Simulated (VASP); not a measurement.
N, 2 atoms in the cell. The typed cell holds 2 atoms: a = 3.629 Å, b = 3.629 Å, c = 5.890 Å, α = 90.00°, β = 90.00°, γ = 120.00°.  This cell differs from its parent crystal: atom 1 (N) moved by (+0.200, -0.200) A along [1 1 0] and z.

```yaml
Program: VASP 6.6.1
Task: single point
Functional: r2SCAN
Potentials_or_basis: VASP PAW PBE potentials, release 64 (N)
Cutoff: 520 eV
k_mesh: 6 × 6 × 4
Occupations: gaussian, width 0.05 eV
Spin: collinear spin, ferromagnetic start
Starting_moments: "[3.2, 3.2] μB"
Dipole_correction: no
Further_INCAR_settings: ALGO = Normal; EDIFF = 1e-07; NBANDS = 16
```

Potentials or basis: VASP PAW PBE potentials, release 64 (N).

Run with:

```sh
$ cat potpaw_PBE.64/N/POTCAR > POTCAR
$ cp INCAR.step1 INCAR
$ mpirun -np 1 vasp_std > vasp.out
$ cp INCAR.step2 INCAR
$ mpirun -np 1 vasp_std > vasp.out
```

Hardware: 1 thread of AMD EPYC 9R45 96-Core Processor (Zen 5), on a shared host.

Problem. Estimate the wall time of this run.

Solution. Run time: 5.1 min on 1 thread of AMD EPYC 9R45 96-Core Processor (Zen 5), with other jobs on the host, peak memory 0.26 GiB. Counts: k points 76.
